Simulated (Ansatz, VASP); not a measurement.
One calculation of SrCl2, two programs

```
CELL_PARAMETERS angstrom
0.00000 3.48550 3.48550
3.48550 0.00000 3.48550
3.48550 3.48550 0.00000
ATOMIC_POSITIONS crystal
Sr 0.00000 0.00000 0.00000
Cl 0.25000 0.25000 0.25000
Cl 0.75000 0.75000 0.75000
```

Alike in both runs: task single point; functional LDA; k mesh 2 × 2 × 2; no spin polarisation; Hubbard terms Cl p U = 1.8 eV.

|  | VASP | Ansatz |
| --- | --- | --- |
| version | VASP 6.6.1 | Ansatz 0.2.0 |
| potentials or method | VASP PAW LDA potentials, release 64 (Sr_sv, Cl) | scalar-relativistic, plane waves, PAW |
| plane-wave cutoff (eV) | 500 | 420 |
| occupations | methfessel-paxton of order 1, width 0.019 eV | cold, width 0.019 eV |
| valence electrons in the cell | 24 | 24 |

Ansatz gave:

| Item | Value |
| --- | --- |
| gap on the k mesh at the Fermi level (eV) | 5.62 |
| least direct gap on the mesh (eV) | 5.86 |
| pressure (GPa) | -2.6 |

Problem. Estimate VASP's values.

Solution. gap on the k mesh at the Fermi level (eV): 4.97; least direct gap on the mesh (eV): 5.20; pressure (GPa): -2.6.

LDA's correlation is that of Perdew and Zunger in VASP and of Perdew and Wang (1992) in Ansatz. The programs project onto different local orbitals, so the same U acts differently, and such runs can settle in different states.

The k mesh is coarse, so the values compare programs but aren't converged.
